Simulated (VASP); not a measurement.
# Co (P6_3/mmc) in VASP: further runs

Runs on Co. Level: r2SCAN. Tasks: single point.

Everything below comes from runs of VASP 6.6.1. Logs are shortened: lines on timing, memory, paths and dates and some standing lists are left out, and cuts for length are marked.

### Step 1. The cell of the first run

The structure is hexagonal, space group P6_3/mmc (No. 194). The conventional cell has a = 2.457 Å, b = 2.457 Å, c = 3.986 Å, α = 90.00°, β = 90.00°, γ = 120.00°. Co (site symmetry -6m2) has 12 Co at 2.45 to 2.46 Å within 3.2 Å.

### Step 2. Single point, r2SCAN, collinear spin, ferromagnetic start (10.42 Å³/atom)

Input file POSCAR:

```
Co
1.0
    2.4567944576      0.0000000000      0.0000000000
   -1.2283972288      2.1276464121      0.0000000000
    0.0000000000      0.0000000000      3.9861472021
Co
2
Direct
    0.3333333333      0.6666666667      0.2500000000
    0.6666666667      0.3333333333      0.7500000000
```

Input file INCAR.step1:

```
SYSTEM = Co
ALGO = Normal ; EDIFF = 1E-4
ENCUT = 520 ; GGA = PE
ISMEAR = 0 ; ISPIN = 2
LASPH = .True. ; LCHARG = .False.
LMAXMIX = 4 ; LREAL = .False.
LWAVE = .True. ; MAGMOM = 2.08 2.08
NBANDS = 20 ; NELM = 150
PREC = Accurate ; SIGMA = 0.05
```

Input file INCAR.step2:

```
SYSTEM = Co
ALGO = Normal ; EDIFF = 1E-6
ENCUT = 520 ; ISIF = 2
ISMEAR = 0 ; ISPIN = 2
ISTART = 1 ; LASPH = .True.
LCHARG = .False. ; LMAXMIX = 4
LMIXTAU = .True. ; LORBIT = 11
LREAL = .False. ; LWAVE = .False.
MAGMOM = 2.08 2.08 ; METAGGA = R2SCAN
NBANDS = 20 ; NELM = 150
PREC = Accurate ; SIGMA = 0.05
```

Input file KPOINTS:

```
k-points
0
Gamma
  20 20 12
  0 0 0
```

Potentials or basis: VASP PAW PBE potentials, release 64 (Co).

Run with:

```bash
> cat potpaw_PBE.64/Co/POTCAR > POTCAR
> cp INCAR.step1 INCAR
> mpirun -np 1 vasp_std > vasp.out
> cp INCAR.step2 INCAR
> mpirun -np 1 vasp_std > vasp.out
```

OUTCAR:

```text
SYSTEM = Co
   EDIFF = 1E-6
   ENCUT = 520
   ISIF = 2
   ISMEAR = 0
   ISPIN = 2
   ISTART = 1
   LASPH = .True.
   LORBIT = 11
   LREAL = .False.
   METAGGA = R2SCAN
   NELM = 150
   PREC = Accurate

 ion  position               nearest neighbor table
   1  0.333  0.667  0.250-   2 2.45   2 2.45   2 2.45   2 2.45   2 2.45   2 2.45
   2  0.667  0.333  0.750-   1 2.45   1 2.45   1 2.45   1 2.45   1 2.45   1 2.45

  LATTYP: Found a hexagonal cell.
 ALAT       =     2.4567944576
 C/A-ratio  =     1.6224992652

  Lattice vectors:

 A1 = (   2.4567944576,   0.0000000000,   0.0000000000)
 A2 = (  -1.2283972288,   2.1276464121,   0.0000000000)
 A3 = (   0.0000000000,   0.0000000000,   3.9861472021)

Analysis of symmetry for initial positions (statically):
=====================================================================
 Subroutine PRICEL returns:
 Original cell was already a primitive cell.

 Routine SETGRP: Setting up the symmetry group for a
 hexagonal supercell.

 Subroutine GETGRP returns: Found 24 space group operations
 (whereof 12 operations were pure point group operations)
 out of a pool of 24 trial point group operations.

The static configuration has the point symmetry D_3d.
 The point group associated with its full space group is D_6h.

Analysis of symmetry for dynamics (positions and initial velocities):
=====================================================================
 Subroutine PRICEL returns:
 Original cell was already a primitive cell.

 Routine SETGRP: Setting up the symmetry group for a
 hexagonal supercell.

 Subroutine GETGRP returns: Found 24 space group operations
 (whereof 12 operations were pure point group operations)
 out of a pool of 24 trial point group operations.

The dynamic configuration has the point symmetry D_3d.
 The point group associated with its full space group is D_6h.

Analysis of structural, dynamic, and magnetic symmetry:
=====================================================================
 Subroutine PRICEL returns:
 Original cell was already a primitive cell.

 Routine SETGRP: Setting up the symmetry group for a
 hexagonal supercell.

 Subroutine GETGRP returns: Found 24 space group operations
 (whereof 12 operations were pure point group operations)
 out of a pool of 24 trial point group operations.

The overall configuration has the point symmetry D_3d.
 The point group associated with its full space group is D_6h.

 Subroutine INISYM returns: Found 24 space group operations
 (whereof 12 operations are pure point group operations),
 and found     1 'primitive' translations

----------------------------------------------------------------------------------------

                                     Primitive cell

  volume of cell :      20.8363

  direct lattice vectors                    reciprocal lattice vectors
     2.456794458  0.000000000  0.000000000     0.407034458  0.235001454  0.000000000
    -1.228397229  2.127646412  0.000000000     0.000000000  0.470002908  0.000000000
     0.000000000  0.000000000  3.986147202     0.000000000  0.000000000  0.250868809

  length of vectors
     2.456794458  2.456794458  3.986147202     0.470002908  0.470002908  0.250868809

  position of ions in fractional coordinates (direct lattice)
     0.333333333  0.666666667  0.250000000
     0.666666667  0.333333333  0.750000000

  ion indices of the primitive-cell ions
   primitive index   ion index
                 1           1
                 2           2

----------------------------------------------------------------------------------------

 KPOINTS: k-points

Automatic generation of k-mesh.
 Grid dimensions read from file:
 generate k-points for:   20   20   12

 Generating k-lattice:

  Cartesian coordinates                     Fractional coordinates (reciprocal lattice)
     0.020351723  0.011750073  0.000000000     0.050000000  0.000000000  0.000000000
     0.000000000  0.023500145  0.000000000     0.000000000  0.050000000  0.000000000
     0.000000000  0.000000000  0.020905734     0.000000000  0.000000000  0.083333333

  Length of vectors
     0.023500145  0.023500145  0.020905734

  Shift w.r.t. Gamma in fractional coordinates (k-lattice)
     0.000000000  0.000000000  0.000000000

 Subroutine IBZKPT returns following result:
 ===========================================

 Found    308 irreducible k-points:

 Following reciprocal coordinates:
            Coordinates               Weight
  0.000000  0.000000  0.000000      1.000000
  0.050000  0.000000  0.000000      6.000000
  0.100000  0.000000  0.000000      6.000000
  0.150000  0.000000  0.000000      6.000000
  0.200000  0.000000  0.000000      6.000000
  0.250000  0.000000  0.000000      6.000000
[... 16 lines left out ...]
  0.200000  0.100000  0.000000     12.000000
  0.250000  0.100000  0.000000     12.000000
 [... further k-points ...]
   k-points           NKPTS =    308   k-points in BZ     NKDIM =    308   number of bands    NBANDS=     20
   number of dos      NEDOS =    301   number of ions     NIONS =      2
   total plane-waves  NPLWV =   9720
   dimension x,y,z NGX =    18 NGY =   18 NGZ =   30
   dimension x,y,z NGXF=    36 NGYF=   36 NGZF=   60
   ions per type =               2
   NGX,Y,Z   is equivalent  to a cutoff of  12.18, 12.18, 12.51 a.u.
   NGXF,Y,Z  is equivalent  to a cutoff of  24.36, 24.36, 25.02 a.u.
 SYSTEM =  Co
   PREC   = accura    normal or accurate (medium, high low for compatibility)
   ISTART =      1    job   : 0-new  1-cont  2-samecut
   ICHARG =      0    charge: 1-file 2-atom 10-const
   ISPIN  =      2    spin polarized calculation?
   LNONCOLLINEAR =      F non collinear calculations
   LSORBIT =      F    spin-orbit coupling
   LASPH  =      T    aspherical Exc in radial PAW
   ENCUT  =  520.0 eV  38.22 Ry    6.18 a.u.   4.57  4.57  7.41*2*pi/ulx,y,z
   NELM   =    150;   NELMIN=  2; NELMDL=  0     # of ELM steps
   EDIFF  = 0.1E-05   stopping-criterion for ELM
   LREAL  =      F    real-space projection
   EDIFFG = 0.1E-04   stopping-criterion for IOM
   NSW    =      0    number of steps for IOM
   IBRION =     -1    ionic relax: 0-MD 1-quasi-New 2-CG
   NFREE  =      0    steps in history (QN), initial steepest desc. (CG)
   ISIF   =      2    stress and relaxation
   ISYM   =      2    0-nonsym 1-usesym 2-fastsym
   POTIM  = 0.5000    time-step for ionic-motion
   TEBEG  =    0.0;   TEEND  =   0.0 temperature during run
   PSTRESS=    0.0 pullay stress
   NELECT =      18.0000    total number of electrons
   NUPDOWN=      -1.0000    fix difference up-down
   EMIN   =  10.00;   EMAX   =-10.00  energy-range for DOS
   EFERMI =   0.00;   METHOD = LEGACY
   ISMEAR =     0;   SIGMA  =   0.05  broadening in eV -4-tet -1-fermi 0-gaus
   EFERMI_NEDOS =   21; number of points for ismear=-14 and -15
   IALGO  =     38    algorithm
   IMIX   =      4    mixing-type and parameters
     AMIX     =   0.40;   BMIX     =  1.00
     AMIX_MAG =   1.60;   BMIX_MAG =  1.00
  volume/ion in A,a.u.               =      10.42        70.31
  Fermi-wavevector in a.u.,A,eV,Ry     =   1.559164  2.946393 33.075659  2.430992
  Thomas-Fermi vector in A             =   2.662562
   LORBIT       =     11    0 simple, 1 ext, 2 COOP (PROOUT), +10 PAW based schemes
   METAGGA = R2SCAN    functional components
   LHFCALC =     F    Hartree Fock is set to
   AEXX    =    0.0000 exact exchange contribution
   IVDW    =     0    specifies the selected vdW correction
   LEPSILON=     F    determine dielectric tensor
   LRPA    =     F    only Hartree local field effects (RPA)
 spin polarized calculation
 Gauss-broadening in eV      SIGMA  =   0.05
  energy-cutoff  :      520.00
  volume of cell :       20.84
 maximum number of plane-waves:       578
   NGX =  9   NGY =  9   NGZ = 15

 number of electron      17.9999974 magnetization       3.4754460

 Free energy of the ion-electron system (eV)
  ---------------------------------------------------
  ext. energy  EPLUGINS =         0.00000000
  ---------------------------------------------------
  free energy    TOTEN  =       -26.40797299 eV

  energy without entropy =      -26.40641270  energy(sigma->0) =      -26.40719285

 E-fermi :  10.8991     XC(G=0): -14.9550

 val. band max:       10.8971436715   @ k =   0.3000   0.0500   0.5000
 cond. band min:      10.9030841405   @ k =   0.0500   0.0000   0.0833
 fundamental gap:      0.0059404690
 Fermi energy:        10.8991198854

 spin component 1

 k-point     1 :       0.0000    0.0000    0.0000
  band No.  band energies     occupation
      1       1.3141      1.00000
      2       4.9487      1.00000
      3       7.4653      1.00000
      4       7.4991      1.00000
      5       7.4993      1.00000
      6       7.8201      1.00000
[... 12 lines left out ...]
     19      38.2068      0.00000
     20      38.2068      0.00000
[... 507 lines left out ...]
 k-point    24 :       0.2500    0.1000    0.0000
  band No.  band energies     occupation
      1       4.3766      1.00000
      2       5.8301      1.00000
      3       6.1786      1.00000
      4       6.6972      1.00000
      5       7.4144      1.00000
      6       7.6039      1.00000
[... 12 lines left out ...]
     19      36.6101      0.00000
     20      37.6557      0.00000

 [... further k-points ...]

 spin component 2

 k-point     1 :       0.0000    0.0000    0.0000
  band No.  band energies     occupation
      1       0.7415      1.00000
      2       6.1251      1.00000
      3       9.8848      1.00000
      4       9.9634      1.00000
      5       9.9634      1.00000
      6      10.0950      1.00000
[... 12 lines left out ...]
     19      38.9195      0.00000
     20      38.9195      0.00000
[... 507 lines left out ...]
 k-point    24 :       0.2500    0.1000    0.0000
  band No.  band energies     occupation
      1       4.0846      1.00000
      2       7.5236      1.00000
      3       7.7870      1.00000
      4       8.4693      1.00000
      5       9.8408      1.00000
      6       9.8749      1.00000
[... 12 lines left out ...]
     19      37.3653      0.00000
     20      38.5880      0.00000

 [... further k-points ...]
[... 5 lines left out ...]
  --------------------------------------------------------------------------------------
  -------------------------------------------------------------------------------------
  Total        0.6359730      0.6359730      0.6188270      0.0000000     -0.0000000      0.0000000
  in kB       48.9021178     48.9021178     47.5836999      0.0000000     -0.0000000      0.0000000
  external PRESSURE =      48.4626451 kB  Pullay stress =       0.0000000 kB

 VOLUME and BASIS-vectors are now :
 -----------------------------------------------------------------------------
  energy-cutoff  :      520.00
  volume of cell :       20.84
      direct lattice vectors                 reciprocal lattice vectors
     2.456794458  0.000000000  0.000000000     0.407034458  0.235001454  0.000000000
    -1.228397229  2.127646412  0.000000000     0.000000000  0.470002908  0.000000000
     0.000000000  0.000000000  3.986147202     0.000000000  0.000000000  0.250868809

 POSITION                                       TOTAL-FORCE (eV/Angst)
 -----------------------------------------------------------------------------------
     -0.00000      1.41843      0.99654         0.000000      0.000000      0.000000
      1.22840      0.70922      2.98961        -0.000000     -0.000000      0.000000
 -----------------------------------------------------------------------------------
    total drift:                                0.000000      0.000000     -0.000000

  FREE ENERGIE OF THE ION-ELECTRON SYSTEM (eV)
  ---------------------------------------------------
  free  energy   TOTEN  =       -26.4079729941 eV

  energy  without entropy=      -26.4064127048  energy(sigma->0) =      -26.40719285

 total charge

# of ion       s       p       d       tot
------------------------------------------
    1        0.528   0.597   7.253   8.379
    2        0.528   0.597   7.253   8.379
--------------------------------------------------
tot          1.056   1.194  14.507  16.757

 magnetization (x)

# of ion       s       p       d       tot
------------------------------------------
    1       -0.012  -0.085   1.890   1.792
    2       -0.012  -0.085   1.890   1.792
--------------------------------------------------
tot         -0.025  -0.171   3.780   3.584
```

Run time: 7 min. Hardware: 1 thread of AMD EPYC 9R45 (Zen 5), shared host; peak memory 0.25 GiB.

What came out:

| Item | Value |
| --- | --- |
| Free energy | -26.4080 eV |
| Pressure | 4.8 GPa |
| Net moment | 3.48 μB per cell |
| Site moments | Co +1.79 μB |
| Valence electrons inside the program's atomic spheres | Co 8.38 |

Stress tensor (GPa, compression positive):
```
4.89 0.00 0.00
0.00 4.89 0.00
0.00 0.00 4.76
```

Levels at points of the mesh, in eV from the Fermi level:
Spin up:
```csv
k point,band 9,band 10,band 11,band 12,band 13,band 14
"(0.00, 0.00, 0.00)",-2.72,-1.57,-1.57,-0.28,6.51,23.09
"(0.50, 0.00, 0.00)",-1.34,-1.25,1.00,3.27,10.10,10.91
"(0.00, 0.00, 0.50)",-1.90,-1.90,-1.90,-1.90,15.68,15.68
"(0.50, 0.00, 0.50)",-1.31,-1.31,1.50,1.50,7.52,7.52
```
Spin down:
```
           k point  band 4  band 5  band 6  band 7  band 8  band 9  band 10  band 11
(0.00, 0.00, 0.00)   -0.94   -0.94   -0.80   -0.53   -0.53   -0.01    -0.01     1.33
(0.50, 0.00, 0.00)   -2.39   -1.12   -1.08   -0.64    1.46    1.61     1.64     2.75
(0.00, 0.00, 0.50)   -1.72   -1.00   -1.00   -1.00   -1.00    0.95     0.95     0.95
(0.50, 0.00, 0.50)   -2.65    0.04    0.04    0.09    0.09    1.57     1.57     2.27
```

Caveat: the cell stands under pressure; the PAW data sets were made with another functional, which shifts forces and pressure a little.

(Part 1 of 2 ends here.)
